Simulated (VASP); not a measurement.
Write the native input for VASP 6.6.1 that does the following.

```
Task                   : single point
Functional             : PBE
Potentials or basis    : VASP PAW PBE potentials, release 64 (Mn_sv, Ru_sv, N)
Cutoff                 : 700 eV
k mesh                 : 6 × 6 × 4
Occupations            : gaussian, width 0.1 eV
Spin                   : collinear spin, ferromagnetic start
Starting moments       : [4.0, 4.0, 1.0, 0.0, 0.0, 0.0] μB
Dipole correction      : no
Further INCAR settings : ALGO = Normal; EDIFF = 1e-06; NBANDS = 44
```

The structure of Mn2RuN3 lies in POSCAR:

```
Mn2RuN3
1.0
    5.0654553733     -0.0000000034      0.0000000000
   -2.5327276837      4.3868130368      0.0000000000
    0.0000000000      0.0000000000      2.5874048401
Mn Ru N
2 1 3
Direct
    0.3333333333      0.6666666667      0.5000000000
    0.6666666667      0.3333333333      0.5000000000
    0.0000000000      0.0000000000      0.5000000000
    0.5000000000      0.0000000000      0.0000000000
    0.0000000000      0.5000000000      0.0000000000
    0.5000000000      0.5000000000      0.0000000000
```

The cell was generated, and may not be a known phase.

One way to write it, as run:

INCAR

```
  PREC = Accurate
  ENCUT = 700
  EDIFF = 1E-6
  ISMEAR = 0
  SIGMA = 0.1
  LREAL = F
  LASPH = T
  NELM = 200
  ALGO = Normal
  ISIF = 2
  LWAVE = F
  LCHARG = T
  ISPIN = 2
  MAGMOM = 4 4 1 0 0 0
  LORBIT = 11
  LMAXMIX = 4
  GGA = PE
  LELF = T
  LVHAR = T
  NBANDS = 44
  GGA_COMPAT = F
```

KPOINTS

```
regular mesh
0
Gamma
  6 6 4
```

Potentials or basis: VASP PAW PBE potentials, release 64 (Mn_sv, Ru_sv, N).

Launch:

```console
$ cat potpaw_PBE.64/Mn_sv/POTCAR potpaw_PBE.64/Ru_sv/POTCAR potpaw_PBE.64/N/POTCAR > POTCAR
$ mpirun -np 1 vasp_std > vasp.out
```

Results of the run:

```json
{
 "Pressure": "-0.6 GPa",
 "Net moment": "4.02 μB per cell",
 "Site moments": "Mn +1.88; Ru +0.18; N -0.04 μB",
 "Valence electrons inside the program's atomic spheres": "Mn 12.96; Ru 13.57; N 3.64"
}
```

Caveat: the k points lie up to 0.61 Å⁻¹ apart; the run started ferromagnetic, and an antiferromagnetic order may lie lower in energy.

It took 6 min on 1 thread of Intel(R) Xeon(R) Platinum 8275CL CPU @ 3.00GHz (Skylake/Cascade Lake) (shared host), peak memory 0.34 GiB.
